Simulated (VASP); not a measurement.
Set up this calculation in VASP 6.6.1, as the native input.

* Task: single point
* Functional: PBE
* Potentials or basis: VASP PAW PBE potentials, release 64 (Pt)
* Cutoff: 520 eV
* k mesh: 6 × 6 × 1
* Occupations: gaussian, width 0.1 eV
* Spin: no spin polarisation
* Dipole correction: yes
* Further INCAR settings: LREAL = Auto; ALGO = Normal; EDIFF = 1e-06; NBANDS = 94

The structure of Pt lies in POSCAR:

```
Pt
1.0
    5.5493740188      0.0000000000      0.0000000000
    2.7746870094      4.8058988753      0.0000000000
    0.0000000000      0.0000000000     26.7965673689
Pt
16
Direct
    0.0000000000      0.0000000000      0.3731821267
    0.5000000000      0.0000000000      0.3731821267
    0.0000000000      0.5000000000      0.3731821267
    0.5000000000      0.5000000000      0.3731821267
    0.1666666667      0.1666666667      0.4577273756
    0.6666666667      0.1666666667      0.4577273756
    0.1666666667      0.6666666667      0.4577273756
    0.6666666667      0.6666666667      0.4577273756
   -0.1666666667      0.3333333333      0.5422726244
    0.3333333333      0.3333333333      0.5422726244
   -0.1666666667      0.8333333333      0.5422726244
    0.3333333333      0.8333333333      0.5422726244
    0.0000000000      0.0000000000      0.6268178733
    0.5000000000      0.0000000000      0.6268178733
    0.0000000000      0.5000000000      0.6268178733
    0.5000000000      0.5000000000      0.6268178733
```

These files were run (other wordings do the same):

INCAR

```
PREC     = Accurate       # precision mode
ENCUT    = 520            # plane-wave cutoff, eV
EDIFF    = 1E-6           # SCF threshold, eV
ISMEAR   = 0              # smearing method
SIGMA    = 0.1            # smearing width, eV
LREAL    = Auto         
LASPH    = True           # aspherical terms in the spheres
NELM     = 80             # most SCF steps
ALGO     = Normal         # electronic algorithm
ISIF     = 2              # what is computed and relaxed
LWAVE    = False          # write WAVECAR
LCHARG   = False          # write CHGCAR
LDIPOL   = True         
IDIPOL   = 3            
DIPOL    = 0.5 0.5 0.500
GGA      = PE             # functional
NBANDS   = 94             # bands
```

KPOINTS

```
regular mesh
0
Gamma
  6 6 1
```

Potentials or basis: VASP PAW PBE potentials, release 64 (Pt).

The run is started by

```sh
$ cat potpaw_PBE.64/Pt/POTCAR > POTCAR
$ mpirun -np 1 vasp_std > vasp.out
```

It gave:

```
Largest force          : 0.421 eV/Å
Band gap on the k mesh : zero (bands 80 and 81 overlap by 0.84 eV)
```

Caveat: spin-orbit coupling is left out, which moves the levels of the heavy elements.

It took 33 min on 1 thread of Intel Xeon 8259CL, with other jobs on the host, peak memory 0.84 GiB.
